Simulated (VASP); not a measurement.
# CdS (P6_3mc) in VASP: notebook, part 2 of 2

VASP 6.6.1.

## (4) Electric field gradients, LDA (volume scaled by 0.99)

File INCAR:

```
SYSTEM = CdS
PREC     = Accurate       ! precision mode
ENCUT    = 520            ! plane-wave cutoff, eV
EDIFF    = 1E-8           ! SCF threshold, eV
ISMEAR   = -1             ! smearing method
SIGMA    = 0.02           ! smearing width, eV
LREAL    = .False.        ! projectors in reciprocal space
LASPH    = .True.         ! aspherical terms in the spheres
NELM     = 60             ! most SCF steps
ALGO     = Normal         ! electronic algorithm
ISIF     = 2              ! what is computed and relaxed
LWAVE    = .False.        ! write WAVECAR
LCHARG   = .False.        ! write CHGCAR
GGA      = CA             ! functional
LEFG     = .True.       
NBANDS   = 26             ! bands
```

File KPOINTS:

```
Automatic mesh
0
Gamma
  8 8 4
  0 0 0
```

File POSCAR:

```
CdS
1.0
    4.1209703402      0.0000000000      0.0000000000
   -2.0604851701      3.5688650029      0.0000000000
    0.0000000000      0.0000000000      6.7264279250
Cd S
2 2
Direct
    0.3333333333      0.6666666667      0.0000000000
    0.6666666667      0.3333333333      0.5000000000
    0.3333333333      0.6666666667      0.3850000000
    0.6666666667      0.3333333333      0.8850000000
```

Potentials or basis: VASP PAW LDA potentials, release 64 (Cd, S).

Started as:

```bash
$ cat potpaw_LDA.64/Cd/POTCAR potpaw_LDA.64/S/POTCAR > POTCAR
$ mpirun -np 1 vasp_std > vasp.out
```

OUTCAR:

```text
SYSTEM = CdS
   PREC = Accurate
   ENCUT = 520
   EDIFF = 1E-8
   ISMEAR = -1
   LREAL = .False.
   LASPH = .True.
   NELM = 60
   ISIF = 2
   GGA = CA

 ion  position               nearest neighbor table
   1  0.333  0.667  0.000-   4 2.50   4 2.50   4 2.50   3 2.59
   2  0.667  0.333  0.500-   3 2.50   3 2.50   3 2.50   4 2.59
   3  0.333  0.667  0.385-   2 2.50   2 2.50   2 2.50   1 2.59
   4  0.667  0.333  0.885-   1 2.50   1 2.50   1 2.50   2 2.59

  LATTYP: Found a hexagonal cell.
 ALAT       =     4.1209703402
 C/A-ratio  =     1.6322437120

  Lattice vectors:

 A1 = (   4.1209703402,   0.0000000000,   0.0000000000)
 A2 = (  -2.0604851701,   3.5688650029,   0.0000000000)
 A3 = (   0.0000000000,   0.0000000000,   6.7264279250)

Analysis of symmetry for initial positions (statically):
=====================================================================
 Subroutine PRICEL returns:
 Original cell was already a primitive cell.

 Routine SETGRP: Setting up the symmetry group for a
 hexagonal supercell.

 Subroutine GETGRP returns: Found 12 space group operations
[... 897 lines left out ...]
     -0.00000      2.37924      0.00000        -0.000000      0.000000      0.257522
      2.06049      1.18962      3.36321         0.000000      0.000000      0.257522
     -0.00000      2.37924      2.58967        -0.000000      0.000000     -0.257522
      2.06049      1.18962      5.95289         0.000000      0.000000     -0.257522
 -----------------------------------------------------------------------------------
    total drift:                               -0.000000     -0.000000     -0.000615

  FREE ENERGIE OF THE ION-ELECTRON SYSTEM (eV)
  ---------------------------------------------------
  free  energy   TOTEN  =       -14.7867036381 eV

  energy  without entropy=      -14.7867036381  energy(sigma->0) =      -14.78670364

 Electric field gradients (V/A^2)
---------------------------------------------------------------------
 ion       V_xx      V_yy      V_zz      V_xy      V_xz      V_yz
---------------------------------------------------------------------
   1     -18.134   -18.134    36.268    -0.000    -0.000     0.000
   2     -18.134   -18.134    36.268    -0.000     0.000    -0.000
   3       3.412     3.413    -6.825     0.000    -0.000     0.000
   4       3.412     3.413    -6.825     0.000     0.000    -0.000
---------------------------------------------------------------------

 Electric field gradients after diagonalization (V/A^2)
 (convention: |V_zz| > |V_xx| > |V_yy|)
----------------------------------------------------------------------
 ion       V_xx      V_yy      V_zz     asymmetry (V_yy - V_xx)/ V_zz
----------------------------------------------------------------------
   1     -18.134   -18.134    36.268       0.000
   2     -18.134   -18.134    36.268       0.000
   3       3.413     3.412    -6.825       0.000
   4       3.413     3.412    -6.825       0.000
----------------------------------------------------------------------

           NMR quadrupolar parameters

 Cq : quadrupolar parameter    Cq=e*Q*V_zz/h
 eta: asymmetry parameters     (V_yy - V_xx)/ V_zz
 Q  : nuclear electric quadrupole moment in mb (millibarn)
----------------------------------------------------------------------
 ion       Cq(MHz)       eta       Q (mb)
----------------------------------------------------------------------
   1       0.088       0.000       1.000
   2       0.088       0.000       1.000
   3      -0.017       0.000       1.000
   4      -0.017       0.000       1.000
----------------------------------------------------------------------
```

Run time: 66 s. Hardware: 1 thread of Intel Xeon Platinum 8375C at 2.90GHz (Ice Lake), shared host; peak memory 0.21 GiB.

What came out:

* Free energy: -14.7867 eV
* Pressure: -1.7 GPa
* Largest force: 0.258 eV/Å
* Band gap on the k mesh: 0.99 eV, direct

Forces on the atoms (eV/Å):
```
Cd   0.000  0.000  0.258
Cd   0.000  0.000  0.258
S    0.000  0.000 -0.258
S    0.000  0.000 -0.258
```

Stress tensor (GPa, compression positive):
```
-1.00  0.00  0.00
 0.00 -1.00  0.00
 0.00  0.00 -3.04
```

Electric field gradients, principal values (V/Å²):
```
atom    least   middle  greatest (by size)
1 Cd  -18.134  -18.134              36.268
2 Cd  -18.134  -18.134              36.268
 3 S    3.412    3.413              -6.825
 4 S    3.412    3.413              -6.825
```

Caveat: without QUAD_EFG the Cq values of the log hold for a quadrupole moment of 1 mb, not for the nuclei.

## (5) Electric field gradients, LDA (volume scaled by 0.99)

File INCAR:

```
  PREC = Accurate
  ENCUT = 520
  EDIFF = 1E-8
  ISMEAR = -1
  SIGMA = 0.02
  LREAL = F
  LASPH = T
  NELM = 80
  ALGO = Normal
  ISIF = 2
  LWAVE = F
  LCHARG = F
  GGA = CA
  LEFG = T
  NBANDS = 26
```

File KPOINTS:

```
Automatic mesh
0
Gamma
  8 8 4
```

POSCAR is that of step 4.

Potentials or basis: VASP PAW LDA potentials, release 64 (Cd, S).

Started as:

```bash
$ cat potpaw_LDA.64/Cd/POTCAR potpaw_LDA.64/S/POTCAR > POTCAR
$ mpirun -np 1 vasp_std > vasp.out
```

OUTCAR:

```text
PREC = Accurate
   ENCUT = 520
   EDIFF = 1E-8
   ISMEAR = -1
   LREAL = F
   LASPH = T
   NELM = 80
   ISIF = 2
   GGA = CA

 ion  position               nearest neighbor table
   1  0.333  0.667  0.000-   4 2.50   4 2.50   4 2.50   3 2.59
   2  0.667  0.333  0.500-   3 2.50   3 2.50   3 2.50   4 2.59
   3  0.333  0.667  0.385-   2 2.50   2 2.50   2 2.50   1 2.59
   4  0.667  0.333  0.885-   1 2.50   1 2.50   1 2.50   2 2.59

  LATTYP: Found a hexagonal cell.
 ALAT       =     4.1209703402
 C/A-ratio  =     1.6322437120

  Lattice vectors:

 A1 = (   4.1209703402,   0.0000000000,   0.0000000000)
 A2 = (  -2.0604851701,   3.5688650029,   0.0000000000)
 A3 = (   0.0000000000,   0.0000000000,   6.7264279250)

Analysis of symmetry for initial positions (statically):
=====================================================================
 Subroutine PRICEL returns:
[... 903 lines left out ...]
     -0.00000      2.37924      0.00000        -0.000000      0.000000      0.257522
      2.06049      1.18962      3.36321         0.000000      0.000000      0.257522
     -0.00000      2.37924      2.58967        -0.000000      0.000000     -0.257522
      2.06049      1.18962      5.95289         0.000000      0.000000     -0.257522
 -----------------------------------------------------------------------------------
    total drift:                               -0.000000     -0.000000     -0.000615

  FREE ENERGIE OF THE ION-ELECTRON SYSTEM (eV)
  ---------------------------------------------------
  free  energy   TOTEN  =       -14.7867036381 eV

  energy  without entropy=      -14.7867036381  energy(sigma->0) =      -14.78670364

 Electric field gradients (V/A^2)
---------------------------------------------------------------------
 ion       V_xx      V_yy      V_zz      V_xy      V_xz      V_yz
---------------------------------------------------------------------
   1     -18.134   -18.134    36.268    -0.000    -0.000     0.000
   2     -18.134   -18.134    36.268    -0.000     0.000    -0.000
   3       3.412     3.413    -6.825     0.000    -0.000     0.000
   4       3.412     3.413    -6.825     0.000     0.000    -0.000
---------------------------------------------------------------------

 Electric field gradients after diagonalization (V/A^2)
 (convention: |V_zz| > |V_xx| > |V_yy|)
----------------------------------------------------------------------
 ion       V_xx      V_yy      V_zz     asymmetry (V_yy - V_xx)/ V_zz
----------------------------------------------------------------------
   1     -18.134   -18.134    36.268       0.000
   2     -18.134   -18.134    36.268       0.000
   3       3.413     3.412    -6.825       0.000
   4       3.413     3.412    -6.825       0.000
----------------------------------------------------------------------

           NMR quadrupolar parameters

 Cq : quadrupolar parameter    Cq=e*Q*V_zz/h
 eta: asymmetry parameters     (V_yy - V_xx)/ V_zz
 Q  : nuclear electric quadrupole moment in mb (millibarn)
----------------------------------------------------------------------
 ion       Cq(MHz)       eta       Q (mb)
----------------------------------------------------------------------
   1       0.088       0.000       1.000
   2       0.088       0.000       1.000
   3      -0.017       0.000       1.000
   4      -0.017       0.000       1.000
----------------------------------------------------------------------
```

Wall time 66 s (1 thread of Intel Xeon Platinum 8375C at 2.90GHz (Ice Lake), shared host); peak memory 0.21 GiB.

What came out:

```yaml
Free_energy: -14.7867 eV
Pressure: -1.7 GPa
Largest_force: 0.258 eV/Å
Band_gap_on_the_k_mesh: 0.99 eV, direct
```

Forces on the atoms (eV/Å):
```
Cd   0.000  0.000  0.258
Cd   0.000  0.000  0.258
S    0.000  0.000 -0.258
S    0.000  0.000 -0.258
```

Stress tensor (GPa, compression positive):
```
-1.00  0.00  0.00
 0.00 -1.00  0.00
 0.00  0.00 -3.04
```

Electric field gradients, principal values (V/Å²):
| atom | least | middle | greatest (by size) |
| --- | --- | --- | --- |
| 1 Cd | -18.134 | -18.134 | 36.268 |
| 2 Cd | -18.134 | -18.134 | 36.268 |
| 3 S | 3.412 | 3.413 | -6.825 |
| 4 S | 3.412 | 3.413 | -6.825 |

Caveat: without QUAD_EFG the Cq values of the log hold for a quadrupole moment of 1 mb, not for the nuclei.

## (6) Electric field gradients, LDA (volume scaled by 1.02)

File INCAR:

```
SYSTEM = CdS
PREC     = Accurate       ! precision mode
ENCUT    = 520            ! plane-wave cutoff, eV
EDIFF    = 1E-8           ! SCF threshold, eV
ISMEAR   = -1             ! smearing method
SIGMA    = 0.02           ! smearing width, eV
LREAL    = .FALSE.        ! projectors in reciprocal space
LASPH    = .TRUE.         ! aspherical terms in the spheres
NELM     = 80             ! most SCF steps
ALGO     = Normal         ! electronic algorithm
ISIF     = 2              ! what is computed and relaxed
LWAVE    = .FALSE.        ! write WAVECAR
LCHARG   = .FALSE.        ! write CHGCAR
GGA      = CA             ! functional
LEFG     = .TRUE.       
NBANDS   = 26             ! bands
```

File KPOINTS:

```
regular mesh
0
G
  8 8 4
  0 0 0
```

File POSCAR:

```
CdS
1.0
    4.1621827776      0.0000000000      0.0000000000
   -2.0810913888      3.6045560206      0.0000000000
    0.0000000000      0.0000000000      6.7936966668
Cd S
2 2
Direct
    0.3333333333      0.6666666667      0.0000000000
    0.6666666667      0.3333333333      0.5000000000
    0.3333333333      0.6666666667      0.3850000000
    0.6666666667      0.3333333333      0.8850000000
```

Potentials or basis: VASP PAW LDA potentials, release 64 (Cd, S).

Started as:

```bash
$ cat potpaw_LDA.64/Cd/POTCAR potpaw_LDA.64/S/POTCAR > POTCAR
$ mpirun -np 1 vasp_std > vasp.out
```

OUTCAR:

```text
SYSTEM = CdS
   PREC = Accurate
   ENCUT = 520
   EDIFF = 1E-8
   ISMEAR = -1
   LREAL = .FALSE.
   LASPH = .TRUE.
   NELM = 80
   ISIF = 2
   GGA = CA

 ion  position               nearest neighbor table
   1  0.333  0.667  0.000-   4 2.53   4 2.53   4 2.53   3 2.62
   2  0.667  0.333  0.500-   3 2.53   3 2.53   3 2.53   4 2.62
   3  0.333  0.667  0.385-   2 2.53   2 2.53   2 2.53   1 2.62
   4  0.667  0.333  0.885-   1 2.53   1 2.53   1 2.53   2 2.62

  LATTYP: Found a hexagonal cell.
 ALAT       =     4.1621827776
 C/A-ratio  =     1.6322437120

  Lattice vectors:

 A1 = (   4.1621827776,   0.0000000000,   0.0000000000)
 A2 = (  -2.0810913888,   3.6045560206,   0.0000000000)
 A3 = (   0.0000000000,   0.0000000000,   6.7936966668)

Analysis of symmetry for initial positions (statically):
=====================================================================
 Subroutine PRICEL returns:
 Original cell was already a primitive cell.

 Routine SETGRP: Setting up the symmetry group for a
 hexagonal supercell.

 Subroutine GETGRP returns: Found 12 space group operations
 (whereof  6 operations were pure point group operations)
 out of a pool of 24 trial point group operations.

The static configuration has the point symmetry C_3v.
 The point group associated with its full space group is C_6v.

Analysis of symmetry for dynamics (positions and initial velocities):
=====================================================================
 Subroutine PRICEL returns:
 Original cell was already a primitive cell.

 Routine SETGRP: Setting up the symmetry group for a
 hexagonal supercell.

 Subroutine GETGRP returns: Found 12 space group operations
[... 170 lines left out ...]
      6      -6.7246      2.00000
[... 685 lines left out ...]
     25       9.0862      0.00000
     26       9.0862      0.00000

 [... further k-points ...]
[... 5 lines left out ...]
  --------------------------------------------------------------------------------------
  -------------------------------------------------------------------------------------
  Total       -1.7716114     -1.7716114     -2.8203134      0.0000000      0.0000000      0.0000000
  in kB      -27.8483821    -27.8483821    -44.3331789      0.0000000      0.0000000      0.0000000
  external PRESSURE =     -33.3433143 kB  Pullay stress =       0.0000000 kB

 VOLUME and BASIS-vectors are now :
 -----------------------------------------------------------------------------
  energy-cutoff  :      520.00
  volume of cell :      101.92
      direct lattice vectors                 reciprocal lattice vectors
     4.162182778  0.000000000  0.000000000     0.240258550  0.138713339  0.000000000
    -2.081091389  3.604556021  0.000000000     0.000000000  0.277426677  0.000000000
     0.000000000  0.000000000  6.793696667     0.000000000  0.000000000  0.147195268

 POSITION                                       TOTAL-FORCE (eV/Angst)
 -----------------------------------------------------------------------------------
     -0.00000      2.40304      0.00000         0.000000     -0.000000      0.227569
      2.08109      1.20152      3.39685        -0.000000      0.000000      0.227569
     -0.00000      2.40304      2.61557        -0.000000     -0.000000     -0.227569
      2.08109      1.20152      6.01242         0.000000     -0.000000     -0.227569
 -----------------------------------------------------------------------------------
    total drift:                               -0.000000     -0.000000     -0.000297

  FREE ENERGIE OF THE ION-ELECTRON SYSTEM (eV)
  ---------------------------------------------------
  free  energy   TOTEN  =       -14.7398392465 eV

  energy  without entropy=      -14.7398392465  energy(sigma->0) =      -14.73983925

 Electric field gradients (V/A^2)
---------------------------------------------------------------------
 ion       V_xx      V_yy      V_zz      V_xy      V_xz      V_yz
---------------------------------------------------------------------
   1     -17.410   -17.409    34.818     0.001     0.000    -0.000
   2     -17.410   -17.409    34.818     0.001    -0.000     0.000
   3       3.683     3.683    -7.366     0.000    -0.000     0.000
   4       3.683     3.683    -7.366     0.000     0.000    -0.000
---------------------------------------------------------------------

 Electric field gradients after diagonalization (V/A^2)
 (convention: |V_zz| > |V_xx| > |V_yy|)
----------------------------------------------------------------------
 ion       V_xx      V_yy      V_zz     asymmetry (V_yy - V_xx)/ V_zz
----------------------------------------------------------------------
   1     -17.410   -17.409    34.818       0.000
   2     -17.410   -17.409    34.818       0.000
   3       3.683     3.683    -7.366       0.000
   4       3.683     3.683    -7.366       0.000
----------------------------------------------------------------------

           NMR quadrupolar parameters

 Cq : quadrupolar parameter    Cq=e*Q*V_zz/h
 eta: asymmetry parameters     (V_yy - V_xx)/ V_zz
 Q  : nuclear electric quadrupole moment in mb (millibarn)
----------------------------------------------------------------------
 ion       Cq(MHz)       eta       Q (mb)
----------------------------------------------------------------------
   1       0.084       0.000       1.000
   2       0.084       0.000       1.000
   3      -0.018       0.000       1.000
   4      -0.018       0.000       1.000
----------------------------------------------------------------------
```

OSZICAR:

```text
N       E                     dE             d eps       ncg     rms          rms(c)
DAV:   1     0.249182868387E+03    0.24918E+03   -0.17378E+04  1560   0.127E+03
DAV:   2    -0.123723628456E+01   -0.25042E+03   -0.24130E+03  1704   0.320E+02
DAV:   3    -0.156166704103E+02   -0.14379E+02   -0.14285E+02  1874   0.766E+01
DAV:   4    -0.157727264998E+02   -0.15606E+00   -0.15590E+00  1730   0.772E+00
DAV:   5    -0.157750891862E+02   -0.23627E-02   -0.23625E-02  1848   0.942E-01    0.108E+01
DAV:   6    -0.147882849010E+02    0.98680E+00   -0.17950E+00  2076   0.142E+01    0.847E+00
DAV:   7    -0.147532685976E+02    0.35016E-01   -0.57820E-01  1642   0.417E+00    0.369E+00
DAV:   8    -0.147417816205E+02    0.11487E-01   -0.83237E-02  1630   0.275E+00    0.465E-01
DAV:   9    -0.147399477317E+02    0.18339E-02   -0.13846E-02  1810   0.143E+00    0.124E-01
DAV:  10    -0.147398175806E+02    0.13015E-03   -0.89627E-04  1752   0.307E-01    0.876E-02
DAV:  11    -0.147398289482E+02   -0.11368E-04   -0.95050E-05  1702   0.582E-02    0.927E-02
DAV:  12    -0.147398326565E+02   -0.37083E-05   -0.11709E-05  1724   0.251E-02    0.607E-02
DAV:  13    -0.147398434235E+02   -0.10767E-04   -0.20227E-05  1594   0.350E-02    0.462E-02
DAV:  14    -0.147398418301E+02    0.15934E-05   -0.30961E-06  1800   0.215E-02    0.388E-02
DAV:  15    -0.147398392823E+02    0.25478E-05   -0.59109E-06  1588   0.101E-02    0.603E-03
DAV:  16    -0.147398392466E+02    0.35755E-07   -0.48239E-07  1806   0.406E-03    0.336E-03
DAV:  17    -0.147398392465E+02    0.40018E-10   -0.73631E-09   906   0.889E-04
   1 F= -.14739839E+02 E0= -.14739839E+02  d E =-.203933E-11
```

Wall time 55 s (1 thread of Intel Xeon Platinum 8375C at 2.90GHz (Ice Lake), shared host); peak memory 0.22 GiB.

Results:

- Free energy: -14.7398 eV
- Pressure: -3.3 GPa
- Largest force: 0.228 eV/Å
- Band gap on the k mesh: 0.93 eV, direct

Forces on the atoms (eV/Å):
```
Cd   0.000  0.000  0.228
Cd   0.000  0.000  0.228
S    0.000  0.000 -0.228
S    0.000  0.000 -0.228
```

Levels at points of the mesh, in eV from the valence-band top:
| k point | band 15 | band 16 | band 17 | band 18 | band 19 | band 20 | band 21 | band 22 |
| --- | --- | --- | --- | --- | --- | --- | --- | --- |
| (0.00, 0.00, 0.00) | -0.69 | -0.03 | 0.00 | 0.00 | 0.93 | 2.47 | 6.31 | 6.31 |
| (0.50, 0.00, 0.00) | -2.52 | -1.83 | -1.20 | -0.82 | 3.48 | 3.65 | 4.92 | 6.12 |
| (0.00, 0.00, 0.50) | -0.36 | -0.36 | -0.36 | -0.36 | 2.56 | 2.56 | 5.90 | 5.90 |
| (0.50, 0.00, 0.50) | -1.35 | -1.35 | -1.26 | -1.26 | 3.28 | 3.28 | 5.11 | 5.11 |

Electric field gradients, principal values (V/Å²):
| atom | least | middle | greatest (by size) |
| --- | --- | --- | --- |
| 1 Cd | -17.409 | -17.410 | 34.818 |
| 2 Cd | -17.409 | -17.410 | 34.818 |
| 3 S | 3.683 | 3.683 | -7.366 |
| 4 S | 3.683 | 3.683 | -7.366 |

Caveat: without QUAD_EFG the Cq values of the log hold for a quadrupole moment of 1 mb, not for the nuclei.

## (7) Summary

| cell | gap on the mesh (eV) | pressure (GPa) | largest force (eV/Å) |
| --- | --- | --- | --- |
| a = 4.216, b = 4.216, c = 6.881 Å, angles 90.0, 90.0, 120.0°, 4 atoms | 0.84 | -5.1 | 0.19 |
| a = 4.079, b = 4.079, c = 6.658 Å, angles 90.0, 90.0, 120.0°, 4 atoms | 1.06 | 0.3 | 0.29 |
| a = 4.121, b = 4.121, c = 6.726 Å, angles 90.0, 90.0, 120.0°, 4 atoms | 0.99 | -1.7 | 0.26 |
| a = 4.162, b = 4.162, c = 6.794 Å, angles 90.0, 90.0, 120.0°, 4 atoms | 0.93 | -3.3 | 0.23 |

Alike in all rows: task electric field gradients; level LDA; potentials or basis VASP PAW LDA potentials, release 64 (Cd, S); no spin polarisation; k mesh 8 × 8 × 4; cutoff (eV) 520; smearing fermi-dirac 0.02 eV.

Absolute energies hang on the potentials; compare differences alone.
